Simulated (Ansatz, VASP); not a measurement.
**Na4Y3N: VASP beside Ansatz**

```
Na Y N
1.0
     5.43761    0.00000    0.00000
     0.00000    5.43761    0.00000
     0.00000    0.00000    5.43761
Na Y N
4 3 1
Direct
  0.50000 0.50000 0.50000
  0.00000 0.50000 0.50000
  0.50000 0.00000 0.50000
  0.50000 0.50000 0.00000
  0.50000 0.00000 0.00000
  0.00000 0.50000 0.00000
  0.00000 0.00000 0.50000
  0.00000 0.00000 0.00000
```

Alike in both runs: task single point; functional PBE; k mesh 4 × 4 × 4; occupations gaussian, width 0.1 eV; collinear spin.

|  | VASP | Ansatz |
| --- | --- | --- |
| version | VASP 6.6.1 | Ansatz 0.2.0 |
| potentials or method | VASP PAW PBE potentials, release 64 (Na_pv, Y_sv, N), cutoff 520 eV | scalar-relativistic, plane waves, PAW |
| valence electrons in the cell | 66 | 74 |

|  | VASP | Ansatz | Ansatz less VASP |
| --- | --- | --- | --- |
| gap on the k mesh at the Fermi level (eV) | none | none | - |
| pressure (GPa) | 10.5 | 10.5 | -0.01 |
| net moment per atom (μB) | 0.00 | 0.00 | 0.000 |

A gap of «none» marks a metal or a gap that the smearing closes. The functional is the same, so the differences come from potentials, cutoffs and numerics. VASP's potentials hold 66 valence electrons a cell and Ansatz's 74, so a difference there can come from the potentials and not from the codes. Ansatz's warnings: seeded moment not kept.
